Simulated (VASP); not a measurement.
## KTaO3: single point with r2SCAN

KTaO3:

```xyz
5
Lattice="3.7889 0.0000 0.0000 0.0000 3.7889 0.0000 0.0000 0.0000 3.8886" Properties=species:S:1:pos:R:3 pbc="T T T"
K     1.8944    1.8944    1.9443
Ta    0.0000    0.0000    0.0000
O     1.8944    0.0000    0.0000
O     0.0000    1.8944    0.0000
O     0.0000    0.0000    1.9443
```

This cell differs from its parent crystal: strain -0.050 along x and y, -0.025 along z.

- Program: VASP 6.6.1
- Task: single point
- Functional: r2SCAN
- Potentials or basis: VASP PAW PBE potentials, release 64 (K_sv, Ta_pv, O)
- Cutoff: 520 eV
- k mesh: 6 × 6 × 6
- Occupations: gaussian, width 0.05 eV
- Spin: no spin polarisation
- Dipole correction: no
- Further INCAR settings: ALGO = Normal; EDIFF = 1e-07; NBANDS = 27

```yaml
Pressure: 38.1 GPa
Band_gap_on_the_k_mesh: 2.87 eV (least direct gap 3.41 eV)
```

Stress tensor (GPa, compression positive):
```
43.40  0.00  0.00
 0.00 43.40  0.00
 0.00  0.00 27.41
```

Levels at points of the mesh, in eV from the valence-band top:
```csv
k point,band 16,band 17,band 18,band 19,band 20,band 21,band 22,band 23
"(0.00, 0.00, 0.00)",-1.27,-0.60,-0.54,-0.54,2.87,2.87,2.92,8.21
"(0.50, 0.00, 0.00)",-2.29,-1.87,-0.85,-0.78,3.11,6.51,6.51,8.54
"(0.50, 0.50, 0.00)",-1.45,-1.43,-1.43,-0.08,6.57,6.57,8.15,9.45
"(0.00, 0.00, 0.50)",-2.47,-1.95,-0.83,-0.83,3.11,6.10,6.10,8.98
"(0.50, 0.00, 0.50)",-1.74,-1.72,-1.38,-0.07,6.16,6.55,7.86,10.16
"(0.50, 0.50, 0.50)",-4.29,-0.03,0.00,0.00,8.12,8.12,8.39,9.95
```

It took 86 s on 1 thread of Intel(R) Xeon(R) 6975P-C (Granite Rapids), on a shared host, peak memory 0.2 GiB.

Caveat: the cell differs from its parent crystal (strain -0.050 along x and y, -0.025 along z); the stress differs along the axes, from 27 to 43 GPa; the PAW data sets were made with another functional, which shifts forces and pressure a little; spin-orbit coupling is left out, which moves the levels of the heavy elements. A k mesh can miss the band edges.
